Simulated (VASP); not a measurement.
# Al2Cu (P4/mmm) in VASP: further runs

Al2Cu is run at these levels: PBEsol; tasks: single point.

Program: VASP 6.6.1. These are calculated values, not measurements. Logs are shortened: lines on timing, memory, paths and dates and some standing lists are left out, and cuts for length are marked.

### 1 The cell of the first run

Symmetry: P4/mmm, No. 123, tetragonal system. Conventional cell: a = 3.962 Å, b = 3.962 Å, c = 2.889 Å, α = 90.00°, β = 90.00°, γ = 90.00°. Within 3.2 Å of Al (site symmetry mmm) lie 4 Cu at 2.45 Å and 6 Al at 2.80 to 2.89 Å. Cu (site symmetry 4/mmm) has 8 Al at 2.45 Å and 2 Cu at 2.89 Å within 3.2 Å.

### 2 Single point, PBEsol (strain -0.030 along x and y, +0.015 along z)

INCAR

```
SYSTEM = Al2Cu
ALGO     = Fast           ! electronic algorithm
EDIFF    = 1E-6           ! SCF threshold, eV
ENCUT    = 520            ! plane-wave cutoff, eV
GGA      = PS             ! functional
ISIF     = 2              ! what is computed and relaxed
ISMEAR   = 0              ! smearing method
LASPH    = .True.         ! aspherical terms in the spheres
LCHARG   = .True.         ! write CHGCAR
LELF     = .True.         ! ELF
LREAL    = .False.        ! projectors in reciprocal space
LVHAR    = .True.       
LWAVE    = .False.        ! write WAVECAR
NBANDS   = 16             ! bands
NELM     = 100            ! most SCF steps
PREC     = Accurate       ! precision mode
SIGMA    = 0.15           ! smearing width, eV
```

KPOINTS

```
k-points
0
Gamma
  12 12 16
  0 0 0
```

POSCAR

```
Al2Cu
1.0
    3.9616470306      0.0000000000      0.0000000000
    0.0000000000      3.9616470306      0.0000000000
    0.0000000000      0.0000000000      2.8890906726
Al Cu
2 1
Direct
    0.5000000000      0.0000000000      0.5000000000
    0.0000000000      0.5000000000      0.5000000000
    0.0000000000      0.0000000000      0.0000000000
```

Potentials or basis: VASP PAW PBE potentials, release 64 (Al, Cu).

Started as:

```bash
> cat potpaw_PBE.64/Al/POTCAR potpaw_PBE.64/Cu/POTCAR > POTCAR
> mpirun -np 1 vasp_std > vasp.out
```

OUTCAR:

```text
SYSTEM = Al2Cu
   EDIFF = 1E-6
   ENCUT = 520
   GGA = PS
   ISIF = 2
   ISMEAR = 0
   LASPH = .True.
   LREAL = .False.
   NELM = 100
   PREC = Accurate

 ion  position               nearest neighbor table
   1  0.500  0.000  0.500-   3 2.45   3 2.45   3 2.45   3 2.45   2 2.80   2 2.80   2 2.80   2 2.80

   2  0.000  0.500  0.500-   3 2.45   3 2.45   3 2.45   3 2.45   1 2.80   1 2.80   1 2.80   1 2.80

   3  0.000  0.000  0.000-   1 2.45   2 2.45   1 2.45   2 2.45   2 2.45   2 2.45   1 2.45   1 2.45

  LATTYP: Found a simple tetragonal cell.
 ALAT       =     3.9616470306
 C/A-ratio  =     0.7292650381

  Lattice vectors:

 A1 = (   3.9616470306,   0.0000000000,   0.0000000000)
 A2 = (   0.0000000000,   3.9616470306,   0.0000000000)
 A3 = (   0.0000000000,   0.0000000000,   2.8890906726)

Analysis of symmetry for initial positions (statically):
=====================================================================
 Subroutine PRICEL returns:
 Original cell was already a primitive cell.

 Routine SETGRP: Setting up the symmetry group for a
 simple tetragonal supercell.

 Subroutine GETGRP returns: Found 16 space group operations
 (whereof 16 operations were pure point group operations)
 out of a pool of 16 trial point group operations.

The static configuration has the point symmetry D_4h.

Analysis of symmetry for dynamics (positions and initial velocities):
=====================================================================
 Subroutine PRICEL returns:
 Original cell was already a primitive cell.

 Routine SETGRP: Setting up the symmetry group for a
 simple tetragonal supercell.

 Subroutine GETGRP returns: Found 16 space group operations
 (whereof 16 operations were pure point group operations)
 out of a pool of 16 trial point group operations.

The dynamic configuration has the point symmetry D_4h.

 Subroutine INISYM returns: Found 16 space group operations
 (whereof 16 operations are pure point group operations),
 and found     1 'primitive' translations

----------------------------------------------------------------------------------------

                                     Primitive cell

  volume of cell :      45.3433

  direct lattice vectors                    reciprocal lattice vectors
     3.961647031  0.000000000  0.000000000     0.252420267  0.000000000  0.000000000
     0.000000000  3.961647031  0.000000000     0.000000000  0.252420267  0.000000000
     0.000000000  0.000000000  2.889090673     0.000000000  0.000000000  0.346129670

  length of vectors
     3.961647031  3.961647031  2.889090673     0.252420267  0.252420267  0.346129670

  position of ions in fractional coordinates (direct lattice)
     0.500000000  0.000000000  0.500000000
     0.000000000  0.500000000  0.500000000
     0.000000000  0.000000000  0.000000000

  ion indices of the primitive-cell ions
   primitive index   ion index
                 1           1
                 2           2
                 3           3

----------------------------------------------------------------------------------------

 KPOINTS: k-points

Automatic generation of k-mesh.
 Grid dimensions read from file:
 generate k-points for:   12   12   16

 Generating k-lattice:

  Cartesian coordinates                     Fractional coordinates (reciprocal lattice)
     0.021035022  0.000000000  0.000000000     0.083333333  0.000000000  0.000000000
     0.000000000  0.021035022  0.000000000     0.000000000  0.083333333  0.000000000
     0.000000000  0.000000000  0.021633104     0.000000000  0.000000000  0.062500000

  Length of vectors
     0.021035022  0.021035022  0.021633104

  Shift w.r.t. Gamma in fractional coordinates (k-lattice)
     0.000000000  0.000000000  0.000000000

 Subroutine IBZKPT returns following result:
 ===========================================

 Found    252 irreducible k-points:

 Following reciprocal coordinates:
            Coordinates               Weight
  0.000000  0.000000  0.000000      1.000000
  0.083333  0.000000  0.000000      4.000000
  0.166667  0.000000  0.000000      4.000000
  0.250000  0.000000  0.000000      4.000000
  0.333333  0.000000  0.000000      4.000000
  0.416667  0.000000  0.000000      4.000000
[... 16 lines left out ...]
  0.333333  0.333333  0.000000      4.000000
  0.416667  0.333333  0.000000      8.000000
 [... further k-points ...]
   k-points           NKPTS =    252   k-points in BZ     NKDIM =    252   number of bands    NBANDS=     16
   number of dos      NEDOS =    301   number of ions     NIONS =      3
   total plane-waves  NPLWV =  21600
   dimension x,y,z NGX =    30 NGY =   30 NGZ =   24
   dimension x,y,z NGXF=    60 NGYF=   60 NGZF=   48
   ions per type =               2   1
   NGX,Y,Z   is equivalent  to a cutoff of  12.59, 12.59, 13.81 a.u.
   NGXF,Y,Z  is equivalent  to a cutoff of  25.18, 25.18, 27.62 a.u.
 SYSTEM =  Al2Cu
   PREC   = accura    normal or accurate (medium, high low for compatibility)
   ISTART =      0    job   : 0-new  1-cont  2-samecut
   ICHARG =      2    charge: 1-file 2-atom 10-const
   ISPIN  =      1    spin polarized calculation?
   LNONCOLLINEAR =      F non collinear calculations
   LSORBIT =      F    spin-orbit coupling
   LASPH  =      T    aspherical Exc in radial PAW
   ENCUT  =  520.0 eV  38.22 Ry    6.18 a.u.   7.37  7.37  5.37*2*pi/ulx,y,z
   NELM   =    100;   NELMIN=  2; NELMDL= -5     # of ELM steps
   EDIFF  = 0.1E-05   stopping-criterion for ELM
   LREAL  =      F    real-space projection
   EDIFFG = 0.1E-04   stopping-criterion for IOM
   NSW    =      0    number of steps for IOM
   IBRION =     -1    ionic relax: 0-MD 1-quasi-New 2-CG
   NFREE  =      0    steps in history (QN), initial steepest desc. (CG)
   ISIF   =      2    stress and relaxation
   ISYM   =      2    0-nonsym 1-usesym 2-fastsym
   POTIM  = 0.5000    time-step for ionic-motion
   TEBEG  =    0.0;   TEEND  =   0.0 temperature during run
   PSTRESS=    0.0 pullay stress
   NELECT =      17.0000    total number of electrons
   NUPDOWN=      -1.0000    fix difference up-down
   EMIN   =  10.00;   EMAX   =-10.00  energy-range for DOS
   EFERMI =   0.00;   METHOD = LEGACY
   ISMEAR =     0;   SIGMA  =   0.15  broadening in eV -4-tet -1-fermi 0-gaus
   EFERMI_NEDOS =   21; number of points for ismear=-14 and -15
   IALGO  =     68    algorithm
   IMIX   =      4    mixing-type and parameters
     AMIX     =   0.40;   BMIX     =  1.00
     AMIX_MAG =   1.60;   BMIX_MAG =  1.00
  volume/ion in A,a.u.               =      15.11       102.00
  Fermi-wavevector in a.u.,A,eV,Ry     =   1.180466  2.230758 18.959725  1.393500
  Thomas-Fermi vector in A             =   2.316758
   LORBIT       =      0    0 simple, 1 ext, 2 COOP (PROOUT), +10 PAW based schemes
   GGA     = PS    functional components
   LHFCALC =     F    Hartree Fock is set to
   AEXX    =    0.0000 exact exchange contribution
   IVDW    =     0    specifies the selected vdW correction
   LEPSILON=     F    determine dielectric tensor
   LRPA    =     F    only Hartree local field effects (RPA)
 non-spin polarized calculation
 RMM-DIIS sequential band-by-band and
 Gauss-broadening in eV      SIGMA  =   0.15
  energy-cutoff  :      520.00
  volume of cell :       45.34
 maximum number of plane-waves:      1242
 NGX is ok and might be reduce to    30
   NGX = 15   NGY = 15   NGZ = 11

 number of electron      17.0000020 magnetization

 Free energy of the ion-electron system (eV)
  ---------------------------------------------------
  ext. energy  EPLUGINS =         0.00000000
  ---------------------------------------------------
  free energy    TOTEN  =       -12.50980103 eV

  energy without entropy =      -12.50008419  energy(sigma->0) =      -12.50494261

 E-fermi :   7.7166     XC(G=0): -10.7890

 val. band max:        7.7154911684   @ k =   0.3333   0.2500   0.1875
 cond. band min:       7.7168267401   @ k =   0.5000   0.1667   0.1875
 fundamental gap:      0.0013355718
 Fermi energy:         7.7166211296

 k-point     1 :       0.0000    0.0000    0.0000
  band No.  band energies     occupation
      1      -3.1932      2.00000
      2       2.1998      2.00000
      3       2.5914      2.00000
      4       3.3382      2.00000
      5       3.4621      2.00000
      6       3.4621      2.00000
[... 8 lines left out ...]
     15      15.2173      0.00000
     16      20.5192      0.00000

 k-point     2 :       0.0833    0.0000    0.0000
  band No.  band energies     occupation
      1      -3.1301      2.00000
      2       2.1736      2.00000
      3       2.5781      2.00000
      4       3.3188      2.00000
      5       3.4592      2.00000
      6       3.4626      2.00000
[... 8 lines left out ...]
     15      16.4437      0.00000
     16      20.2127      0.00000

 k-point     3 :       0.1667    0.0000    0.0000
  band No.  band energies     occupation
      1      -2.9425      2.00000
      2       2.0334      2.00000
      3       2.5472      2.00000
      4       3.2697      2.00000
      5       3.4513      2.00000
      6       3.4638      2.00000
[... 8 lines left out ...]
     15      17.9883      0.00000
     16      19.4873      0.00000

 k-point     4 :       0.2500    0.0000    0.0000
  band No.  band energies     occupation
      1      -2.6369      2.00000
      2       1.6179      2.00000
      3       2.5328      2.00000
      4       3.2099      2.00000
      5       3.4405      2.00000
      6       3.4656      2.00000
[... 8 lines left out ...]
     15      18.6261      0.00000
     16      19.6445      0.00000

 k-point     5 :       0.3333    0.0000    0.0000
  band No.  band energies     occupation
      1      -2.2302      2.00000
      2       0.9445      2.00000
      3       2.5431      2.00000
      4       3.1566      2.00000
      5       3.3958      2.00000
      6       3.4299      2.00000
[... 8 lines left out ...]
     15      17.7953      0.00000
     16      20.0473      0.00000

 k-point     6 :       0.4167    0.0000    0.0000
  band No.  band energies     occupation
      1      -1.7783      2.00000
      2       0.2596      2.00000
      3       2.5581      2.00000
      4       3.1209      2.00000
      5       3.3148      2.00000
      6       3.4221      2.00000
[... 8 lines left out ...]
     15      17.2008      0.00000
     16      19.3732      0.00000
[... 267 lines left out ...]
 k-point    21 :       0.4167    0.2500    0.0000
  band No.  band energies     occupation
      1      -1.2100      2.00000
      2       0.7163      2.00000
      3       2.3331      2.00000
      4       2.8764      2.00000
      5       3.3444      2.00000
      6       3.4273      2.00000
[... 8 lines left out ...]
     15      17.5456      0.00000
     16      19.5269      0.00000

 k-point    22 :       0.5000    0.2500    0.0000
  band No.  band energies     occupation
      1      -0.9373      2.00000
      2       0.3696      2.00000
      3       2.4040      2.00000
      4       2.8468      2.00000
      5       3.2965      2.00000
      6       3.4246      2.00000
[... 8 lines left out ...]
     15      17.6559      0.00000
     16      19.4894      0.00000

 k-point    23 :       0.3333    0.3333    0.0000
  band No.  band energies     occupation
      1      -1.2571      2.00000
      2       1.5476      2.00000
      3       1.7751      2.00000
      4       2.8244      2.00000
      5       3.4363      2.00000
      6       3.4380      2.00000
[... 8 lines left out ...]
     15      18.3166      0.00000
     16      19.0080      0.00000

 k-point    24 :       0.4167    0.3333    0.0000
  band No.  band energies     occupation
      1      -0.7906      2.00000
      2       1.0419      2.00000
      3       1.9632      2.00000
      4       2.6956      2.00000
      5       3.3367      2.00000
      6       3.4299      2.00000
[... 8 lines left out ...]
     15      17.8427      0.00000
     16      19.0883      0.00000

 [... further k-points ...]
[... 5 lines left out ...]
  --------------------------------------------------------------------------------------
  -------------------------------------------------------------------------------------
  Total        1.9848915      1.9848915      0.5842724      0.0000000     -0.0000000      0.0000000
  in kB       70.1349714     70.1349714     20.6449193      0.0000000     -0.0000000      0.0000000
  external PRESSURE =      53.6382874 kB  Pullay stress =       0.0000000 kB

 VOLUME and BASIS-vectors are now :
 -----------------------------------------------------------------------------
  energy-cutoff  :      520.00
  volume of cell :       45.34
      direct lattice vectors                 reciprocal lattice vectors
     3.961647031  0.000000000  0.000000000     0.252420267  0.000000000  0.000000000
     0.000000000  3.961647031  0.000000000     0.000000000  0.252420267  0.000000000
     0.000000000  0.000000000  2.889090673     0.000000000  0.000000000  0.346129670

 POSITION                                       TOTAL-FORCE (eV/Angst)
 -----------------------------------------------------------------------------------
      1.98082      0.00000      1.44455         0.000000      0.000000      0.000000
      0.00000      1.98082      1.44455         0.000000      0.000000      0.000000
      0.00000      0.00000      0.00000         0.000000      0.000000      0.000000
 -----------------------------------------------------------------------------------
    total drift:                                0.000000      0.000000      0.000000

  FREE ENERGIE OF THE ION-ELECTRON SYSTEM (eV)
  ---------------------------------------------------
  free  energy   TOTEN  =       -12.5098010332 eV

  energy  without entropy=      -12.5000841870  energy(sigma->0) =      -12.50494261
```

Wall time 2.3 min (1 thread of Intel Xeon Platinum 8375C at 2.90GHz (Ice Lake), shared host); peak memory 0.29 GiB.

What came out:

```yaml
Free_energy: -12.5098 eV
Pressure: 5.4 GPa
```

Stress tensor (GPa, compression positive):
```
7.01 0.00 0.00
0.00 7.01 0.00
0.00 0.00 2.06
```

Levels at points of the mesh, in eV from the Fermi level:
| k point | band 7 | band 8 | band 9 | band 10 | band 11 | band 12 |
| --- | --- | --- | --- | --- | --- | --- |
| (0.00, 0.00, 0.00) | -2.26 | -2.26 | 0.55 | 1.06 | 5.57 | 7.03 |
| (0.50, 0.00, 0.00) | -4.25 | -0.83 | 1.89 | 2.10 | 2.60 | 7.06 |
| (0.50, 0.50, 0.00) | -4.29 | -4.27 | -2.45 | 8.81 | 8.81 | 8.98 |
| (0.00, 0.00, 0.50) | -3.19 | 2.70 | 2.70 | 2.87 | 2.87 | 3.08 |
| (0.50, 0.00, 0.50) | -3.21 | -2.65 | -1.78 | 3.83 | 4.26 | 4.63 |
| (0.50, 0.50, 0.50) | -2.26 | -2.26 | -1.14 | -0.99 | 0.12 | 0.12 |

Caveat: the cell differs from its parent crystal (strain -0.030 along x and y, +0.015 along z); the PAW data sets were made with another functional, which shifts forces and pressure a little.

### 3 Single point, PBEsol (strain -0.015 along x and y, -0.015 along z)

INCAR

```
SYSTEM = Al2Cu
PREC = Accurate
ENCUT = 520
EDIFF = 1E-6
ISMEAR = 0
SIGMA = 0.15
LREAL = .FALSE.
LASPH = .TRUE.
NELM = 100
ALGO = Fast
ISIF = 2
LWAVE = .FALSE.
LCHARG = .TRUE.
GGA = PS
LELF = .TRUE.
LVHAR = .TRUE.
NBANDS = 16
```

KPOINTS

```
regular mesh
0
G
  12 12 16
  0 0 0
```

POSCAR

```
Al2Cu
1.0
    4.0229096136      0.0000000000      0.0000000000
    0.0000000000      4.0229096136      0.0000000000
    0.0000000000      0.0000000000      2.8036988300
Al Cu
2 1
Direct
    0.5000000000      0.0000000000      0.5000000000
    0.0000000000      0.5000000000      0.5000000000
    0.0000000000      0.0000000000      0.0000000000
```

Potentials or basis: VASP PAW PBE potentials, release 64 (Al, Cu).

Started as:

```bash
> cat potpaw_PBE.64/Al/POTCAR potpaw_PBE.64/Cu/POTCAR > POTCAR
> mpirun -np 1 vasp_std > vasp.out
```

Run time: 2.2 min. Hardware: 1 thread of Intel Xeon Platinum 8375C at 2.90GHz (Ice Lake), shared host; peak memory 0.29 GiB.

Results (log left out):

```
Free energy : -12.5368 eV
Pressure    : 5.1 GPa
```

Stress tensor (GPa, compression positive):
```
5.28 0.00 0.00
0.00 5.28 0.00
0.00 0.00 4.66
```

Levels at points of the mesh, in eV from the Fermi level:
| k point | band 6 | band 7 | band 8 | band 9 | band 10 | band 11 | band 12 | band 13 |
| --- | --- | --- | --- | --- | --- | --- | --- | --- |
| (0.00, 0.00, 0.00) | -4.27 | -2.56 | -2.56 | 0.09 | 0.82 | 6.41 | 6.41 | 6.58 |
| (0.50, 0.00, 0.00) | -4.30 | -4.27 | -1.20 | 1.60 | 1.74 | 2.10 | 8.00 | 8.52 |
| (0.50, 0.50, 0.00) | -4.47 | -4.30 | -4.30 | -2.56 | 8.69 | 8.69 | 9.86 | 10.42 |
| (0.00, 0.00, 0.50) | -4.30 | -3.09 | 2.66 | 2.71 | 2.71 | 2.78 | 2.78 | 3.16 |
| (0.50, 0.00, 0.50) | -4.38 | -3.26 | -2.51 | -1.63 | 3.88 | 4.03 | 4.67 | 5.43 |
| (0.50, 0.50, 0.50) | -3.64 | -2.40 | -2.40 | -0.88 | -0.83 | 0.22 | 0.22 | 2.31 |

Caveat: the cell differs from its parent crystal (strain -0.015 along x and y, -0.015 along z); the PAW data sets were made with another functional, which shifts forces and pressure a little.

(Part 1 of 2 ends here.)
